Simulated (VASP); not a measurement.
# BaTiO3 (R3m) in VASP: single point with r2SCAN

Aim: the single point of BaTiO3 with r2SCAN.

Everything below comes from runs of VASP 6.6.1. Logs are shortened: lines on timing, memory, paths and dates and some standing lists are left out, and cuts for length are marked.

## (1) The cell of the first run

The structure is trigonal, space group R3m (No. 160). The conventional cell has a = 5.655 Å, b = 5.655 Å, c = 6.955 Å, α = 90.00°, β = 90.00°, γ = 120.00°. Within 3.7 Å of Ba (site symmetry 3m) lie 12 O at 2.79 to 2.89 Å and 8 Ti at 3.37 to 3.59 Å. Ti (site symmetry 3m) has 6 O at 1.87 to 2.14 Å within 2.5 Å. O (site symmetry m) has 2 Ti at 1.87 to 2.14 Å within 2.5 Å.

## (2) Single point, r2SCAN

POSCAR reads:

```
BaTiO3
1.0
    2.8273666100      1.6323808700      2.3183934900
   -2.8273666100      1.6323808700      2.3183934900
    0.0000000000     -3.2647617400      2.3183934900
Ba Ti O
1 1 3
Direct
    0.0000000000      0.0000000000      0.0000000000
    0.4845000000      0.4845000000      0.4845000000
    0.5086000000      0.5086000000      0.0175000000
    0.0175000000      0.5086000000      0.5086000000
    0.5086000000      0.0175000000      0.5086000000
```

INCAR.step1 reads:

```
SYSTEM = BaTiO3
PREC = Accurate
ENCUT = 520
ISMEAR = 0
SIGMA = 0.01
LREAL = .False.
LASPH = .True.
NELM = 80
NBANDS = 28
GGA = PE
ALGO = Normal
EDIFF = 1E-4
LWAVE = .True.
LCHARG = .False.
```

INCAR.step2 reads:

```
SYSTEM = BaTiO3
PREC = Accurate
ENCUT = 520
EDIFF = 1E-6
ISMEAR = 0
SIGMA = 0.01
LREAL = .False.
LASPH = .True.
NELM = 80
ALGO = Normal
ISIF = 2
LWAVE = .False.
LCHARG = .True.
METAGGA = R2SCAN
LMIXTAU = .True.
LELF = .True.
LVHAR = .True.
NBANDS = 28
ISTART = 1
```

KPOINTS reads:

```
Automatic mesh
0
Gamma
  4 4 4
  0 0 0
```

Potentials or basis: VASP PAW PBE potentials, release 64 (Ba_sv, Ti_sv, O).

The run is started by

```sh
$ cat potpaw_PBE.64/Ba_sv/POTCAR potpaw_PBE.64/Ti_sv/POTCAR potpaw_PBE.64/O/POTCAR > POTCAR
$ cp INCAR.step1 INCAR
$ mpirun -np 1 vasp_std > vasp.out
$ cp INCAR.step2 INCAR
$ mpirun -np 1 vasp_std > vasp.out
```

OUTCAR:

```text
SYSTEM = BaTiO3
   PREC = Accurate
   ENCUT = 520
   EDIFF = 1E-6
   ISMEAR = 0
   LREAL = .False.
   LASPH = .True.
   NELM = 80
   ISIF = 2
   METAGGA = R2SCAN
   ISTART = 1

 ion  position               nearest neighbor table
   1  0.000  0.000  0.000-   3 2.79   4 2.79   5 2.79   4 2.83   5 2.83   5 2.83   4 2.83   3 2.83
                             3 2.83   3 2.89   4 2.89   5 2.89   2 3.37   2 3.43   2 3.43   2 3.43
   2  0.484  0.484  0.484-   3 1.87   4 1.87   5 1.87   3 2.14   4 2.14   5 2.14   1 3.37   1 3.43
                             1 3.43   1 3.43   1 3.50   1 3.50   1 3.50   1 3.59
   3  0.509  0.509  0.017-   2 1.87   2 2.14   1 2.79   1 2.83   1 2.83   1 2.89
   4  0.017  0.509  0.509-   2 1.87   2 2.14   1 2.79   1 2.83   1 2.83   1 2.89
   5  0.509  0.017  0.509-   2 1.87   2 2.14   1 2.79   1 2.83   1 2.83   1 2.89

  LATTYP: Found a trigonal (rhomboedric) cell.
 ALAT       =     4.0041999983
 COS(alpha) =     0.0028448809

  Lattice vectors:

 A1 = (   2.8273666100,   1.6323808700,   2.3183934900)
 A2 = (  -2.8273666100,   1.6323808700,   2.3183934900)
 A3 = (   0.0000000000,  -3.2647617400,   2.3183934900)

Analysis of symmetry for initial positions (statically):
=====================================================================
 Subroutine PRICEL returns:
 Original cell was already a primitive cell.

 Routine SETGRP: Setting up the symmetry group for a
 trigonal (rhombohedral) supercell.

 Subroutine GETGRP returns: Found  6 space group operations
 (whereof  6 operations were pure point group operations)
 out of a pool of 12 trial point group operations.

The static configuration has the point symmetry C_3v.

Analysis of symmetry for dynamics (positions and initial velocities):
=====================================================================
 Subroutine PRICEL returns:
 Original cell was already a primitive cell.

 Routine SETGRP: Setting up the symmetry group for a
 trigonal (rhombohedral) supercell.

 Subroutine GETGRP returns: Found  6 space group operations
 (whereof  6 operations were pure point group operations)
 out of a pool of 12 trial point group operations.

The dynamic configuration has the point symmetry C_3v.

 Subroutine INISYM returns: Found  6 space group operations
 (whereof  6 operations are pure point group operations),
 and found     1 'primitive' translations

----------------------------------------------------------------------------------------

                                     Primitive cell

  volume of cell :      64.2010

  direct lattice vectors                    reciprocal lattice vectors
     2.827366610  1.632380870  2.318393490     0.176843002  0.102100355  0.143777721
    -2.827366610  1.632380870  2.318393490    -0.176843002  0.102100355  0.143777721
     0.000000000 -3.264761740  2.318393490     0.000000000 -0.204200710  0.143777721

  length of vectors
     4.004199998  4.004199998  4.004199994     0.249739791  0.249739791  0.249739791

  position of ions in fractional coordinates (direct lattice)
     0.000000000  0.000000000  0.000000000
     0.484500000  0.484500000  0.484500000
     0.508600000  0.508600000  0.017500000
     0.017500000  0.508600000  0.508600000
     0.508600000  0.017500000  0.508600000

  ion indices of the primitive-cell ions
   primitive index   ion index
                 1           1
                 2           2
                 3           3
                 4           4
                 5           5

----------------------------------------------------------------------------------------

 KPOINTS: Automatic mesh

Automatic generation of k-mesh.
 Grid dimensions read from file:
 generate k-points for:    4    4    4

 Generating k-lattice:

  Cartesian coordinates                     Fractional coordinates (reciprocal lattice)
     0.044210751  0.025525089  0.035944430     0.250000000  0.000000000  0.000000000
    -0.044210751  0.025525089  0.035944430     0.000000000  0.250000000  0.000000000
     0.000000000 -0.051050178  0.035944430     0.000000000  0.000000000  0.250000000

  Length of vectors
     0.062434948  0.062434948  0.062434948

  Shift w.r.t. Gamma in fractional coordinates (k-lattice)
     0.000000000  0.000000000  0.000000000

 Subroutine IBZKPT returns following result:
 ===========================================

 Found     13 irreducible k-points:

 Following reciprocal coordinates:
            Coordinates               Weight
  0.000000  0.000000  0.000000      1.000000
  0.250000 -0.000000  0.000000      6.000000
  0.500000 -0.000000  0.000000      3.000000
  0.250000  0.250000  0.000000      6.000000
  0.500000  0.250000  0.000000     12.000000
 -0.250000  0.250000  0.000000      6.000000
  0.500000  0.500000  0.000000      3.000000
  0.250000  0.250000  0.250000      2.000000
  0.500000  0.250000  0.250000      6.000000
 -0.250000  0.250000  0.250000      6.000000
  0.500000  0.500000  0.250000      6.000000
 -0.250000  0.500000  0.250000      6.000000
  0.500000  0.500000  0.500000      1.000000
   k-points           NKPTS =     13   k-points in BZ     NKDIM =     13   number of bands    NBANDS=     28
   number of dos      NEDOS =    301   number of ions     NIONS =      5
   total plane-waves  NPLWV =  27000
   dimension x,y,z NGX =    30 NGY =   30 NGZ =   30
   dimension x,y,z NGXF=    60 NGYF=   60 NGZF=   60
   ions per type =               1   1   3
   NGX,Y,Z   is equivalent  to a cutoff of  12.46, 12.46, 12.46 a.u.
   NGXF,Y,Z  is equivalent  to a cutoff of  24.91, 24.91, 24.91 a.u.
 SYSTEM =  BaTiO3
   PREC   = accura    normal or accurate (medium, high low for compatibility)
   ISTART =      1    job   : 0-new  1-cont  2-samecut
   ICHARG =      0    charge: 1-file 2-atom 10-const
   ISPIN  =      1    spin polarized calculation?
   LNONCOLLINEAR =      F non collinear calculations
   LSORBIT =      F    spin-orbit coupling
   LASPH  =      T    aspherical Exc in radial PAW
   ENCUT  =  520.0 eV  38.22 Ry    6.18 a.u.   7.45  7.45  7.45*2*pi/ulx,y,z
   NELM   =     80;   NELMIN=  2; NELMDL=  0     # of ELM steps
   EDIFF  = 0.1E-05   stopping-criterion for ELM
   LREAL  =      F    real-space projection
   EDIFFG = 0.1E-04   stopping-criterion for IOM
   NSW    =      0    number of steps for IOM
   IBRION =     -1    ionic relax: 0-MD 1-quasi-New 2-CG
   NFREE  =      0    steps in history (QN), initial steepest desc. (CG)
   ISIF   =      2    stress and relaxation
   ISYM   =      2    0-nonsym 1-usesym 2-fastsym
   POTIM  = 0.5000    time-step for ionic-motion
   TEBEG  =    0.0;   TEEND  =   0.0 temperature during run
   PSTRESS=    0.0 pullay stress
   NELECT =      40.0000    total number of electrons
   NUPDOWN=      -1.0000    fix difference up-down
   EMIN   =  10.00;   EMAX   =-10.00  energy-range for DOS
   EFERMI =   0.00;   METHOD = LEGACY
   ISMEAR =     0;   SIGMA  =   0.01  broadening in eV -4-tet -1-fermi 0-gaus
   EFERMI_NEDOS =   21; number of points for ismear=-14 and -15
   IALGO  =     38    algorithm
   IMIX   =      4    mixing-type and parameters
     AMIX     =   0.40;   BMIX     =  1.00
     AMIX_MAG =   1.60;   BMIX_MAG =  1.00
  volume/ion in A,a.u.               =      12.84        86.65
  Fermi-wavevector in a.u.,A,eV,Ry     =   1.398237  2.642285 26.600301  1.955067
  Thomas-Fermi vector in A             =   2.521415
   LORBIT       =      0    0 simple, 1 ext, 2 COOP (PROOUT), +10 PAW based schemes
   METAGGA = R2SCAN    functional components
   LHFCALC =     F    Hartree Fock is set to
   AEXX    =    0.0000 exact exchange contribution
   IVDW    =     0    specifies the selected vdW correction
   LEPSILON=     F    determine dielectric tensor
   LRPA    =     F    only Hartree local field effects (RPA)
 non-spin polarized calculation
 Gauss-broadening in eV      SIGMA  =   0.01
  energy-cutoff  :      520.00
  volume of cell :       64.20
 maximum number of plane-waves:      1751
 NGX is ok and might be reduce to    30
   NGX = 15   NGY = 15   NGZ = 15

 number of electron      39.9999999 magnetization

 Free energy of the ion-electron system (eV)
  ---------------------------------------------------
  ext. energy  EPLUGINS =         0.00000000
  ---------------------------------------------------
  free energy    TOTEN  =       -74.24994825 eV

  energy without entropy =      -74.24994825  energy(sigma->0) =      -74.24994825

 E-fermi :   3.6207     XC(G=0): -11.8934

 val. band max:        3.4619677666   @ k =   0.5000   0.5000   0.5000
 cond. band min:       6.2358515361   @ k =   0.0000   0.0000   0.0000
 fundamental gap:      2.7738837695
 Fermi energy:         3.6206821961

 k-point     1 :       0.0000    0.0000    0.0000
  band No.  band energies     occupation
      1     -55.0484      2.00000
      2     -30.2524      2.00000
      3     -30.2524      2.00000
      4     -30.2490      2.00000
      5     -22.0034      2.00000
      6     -14.3312      2.00000
[... 20 lines left out ...]
     27       9.0783      0.00000
     28      11.7486      0.00000

 k-point     2 :       0.2500   -0.0000    0.0000
  band No.  band energies     occupation
      1     -55.0479      2.00000
      2     -30.2810      2.00000
      3     -30.2514      2.00000
      4     -30.2490      2.00000
      5     -21.9404      2.00000
      6     -14.4044      2.00000
[... 20 lines left out ...]
     27      10.2250      0.00000
     28      12.5450      0.00000

 k-point     3 :       0.5000   -0.0000    0.0000
  band No.  band energies     occupation
      1     -55.0473      2.00000
      2     -30.3102      2.00000
      3     -30.2504      2.00000
      4     -30.2480      2.00000
      5     -21.8755      2.00000
      6     -14.5579      2.00000
[... 275 lines left out ...]
      3     -30.2789      2.00000
      4     -30.2747      2.00000
      5     -21.7992      2.00000
      6     -14.0526      2.00000
[... 20 lines left out ...]
     27      12.3630      0.00000
     28      12.3961      0.00000

 k-point    13 :       0.5000    0.5000    0.5000
  band No.  band energies     occupation
      1     -55.0451      2.00000
      2     -30.3054      2.00000
      3     -30.3054      2.00000
      4     -30.3014      2.00000
      5     -21.7282      2.00000
      6     -13.4846      2.00000
[... 20 lines left out ...]
     27      12.0445      0.00000
     28      12.0445      0.00000

------------------------ aborting loop because EDIFF is reached ----------------------------------------

  FORCE on cell =-STRESS in cart. coord.  units (eV):
  Direction    XX          YY          ZZ          XY          YZ          ZX
  --------------------------------------------------------------------------------------
  -------------------------------------------------------------------------------------
  Total        1.5946647      1.5946647      1.5168283      0.0000000      0.0000000      0.0000000
  in kB       39.7958644     39.7958642     37.8534088      0.0000000      0.0000000      0.0000000
  external PRESSURE =      39.1483791 kB  Pullay stress =       0.0000000 kB

 VOLUME and BASIS-vectors are now :
 -----------------------------------------------------------------------------
  energy-cutoff  :      520.00
  volume of cell :       64.20
      direct lattice vectors                 reciprocal lattice vectors
     2.827366610  1.632380870  2.318393490     0.176843002  0.102100355  0.143777721
    -2.827366610  1.632380870  2.318393490    -0.176843002  0.102100355  0.143777721
     0.000000000 -3.264761740  2.318393490     0.000000000 -0.204200710  0.143777721

 POSITION                                       TOTAL-FORCE (eV/Angst)
 -----------------------------------------------------------------------------------
      0.00000      0.00000      0.00000        -0.000000      0.000000     -0.122409
      0.00000      0.00000      3.36978        -0.000000      0.000000      0.203363
      0.00000      1.60332      2.39884        -0.000000      0.119179     -0.026985
     -1.38852     -0.80166      2.39884        -0.103212     -0.059589     -0.026985
      1.38852     -0.80166      2.39884         0.103212     -0.059589     -0.026985
 -----------------------------------------------------------------------------------
    total drift:                                0.000000     -0.000001     -0.002580

  FREE ENERGIE OF THE ION-ELECTRON SYSTEM (eV)
  ---------------------------------------------------
  free  energy   TOTEN  =       -74.2499482502 eV

  energy  without entropy=      -74.2499482502  energy(sigma->0) =      -74.24994825
```

Run time: 93 s. Hardware: 1 thread of Intel Xeon 6975P-C, shared host; peak memory 0.18 GiB.

What came out:

```
Free energy            : -74.2499 eV
Pressure               : 3.9 GPa
Largest force          : 0.203 eV/Å
Band gap on the k mesh : 2.77 eV, indirect (least direct gap 3.18 eV)
```

Forces in eV/Å, atoms in the order of the input:
```
Ba   0.000  0.000 -0.122
Ti   0.000  0.000  0.203
O    0.000  0.119 -0.027
O   -0.103 -0.060 -0.027
O    0.103 -0.060 -0.027
```

Stress tensor (GPa, compression positive):
```
3.98 0.00 0.00
0.00 3.98 0.00
0.00 0.00 3.79
```

Caveat: the PAW data sets were made with another functional, which shifts forces and pressure a little; spin-orbit coupling is left out, which moves the levels of the heavy elements. r2SCAN opens gaps a little over a GGA but as a rule still falls short of measured ones.
